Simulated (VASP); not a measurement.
A run of VASP 6.6.1:

Contents of INCAR:

```
SYSTEM = KTaO3
ALGO     = Normal         ! electronic algorithm
EDIFF    = 1E-6           ! SCF threshold, eV
ENCUT    = 520            ! plane-wave cutoff, eV
GGA      = PE             ! functional
ISIF     = 2              ! what is computed and relaxed
ISMEAR   = 0              ! smearing method
LASPH    = .TRUE.         ! aspherical terms in the spheres
LCHARG   = .FALSE.        ! write CHGCAR
LREAL    = .FALSE.        ! projectors in reciprocal space
LWAVE    = .FALSE.        ! write WAVECAR
NBANDS   = 27             ! bands
NELM     = 80             ! most SCF steps
PREC     = Accurate       ! precision mode
SIGMA    = 0.1            ! smearing width, eV
```

File KPOINTS:

```
k-points
0
G
  6 6 4
  0 0 0
```

Contents of POSCAR:

```
KTaO3
1.0
    4.5362477600      0.0000000000      0.0000000000
   -2.2681238800      3.9285057900      0.0000000000
    0.0000000000      0.0000000000      5.5517300900
K Ta O
1 1 3
Direct
    0.0000000000      0.0000000000      0.0000000000
    0.0000000000      0.0000000000      0.5000000000
    0.4588575900      0.0000000000      0.0000000000
    0.0000000000      0.4588575900      0.0000000000
    0.5411424100      0.5411424100      0.0000000000
```

Potentials or basis: VASP PAW PBE potentials, release 64 (K_sv, Ta_pv, O).

Command:

```sh
$ cat potpaw_PBE.64/K_sv/POTCAR potpaw_PBE.64/Ta_pv/POTCAR potpaw_PBE.64/O/POTCAR > POTCAR
$ mpirun -np 1 vasp_std > vasp.out
```

Hardware: 1 thread of Intel Xeon 8259CL (shared host).

Task: Estimate the wall time of this run.

Result: It took 2.3 min on 1 thread of Intel Xeon 8259CL, on a shared host, peak memory 0.25 GiB. Counts: scf iterations 26, k points 21.
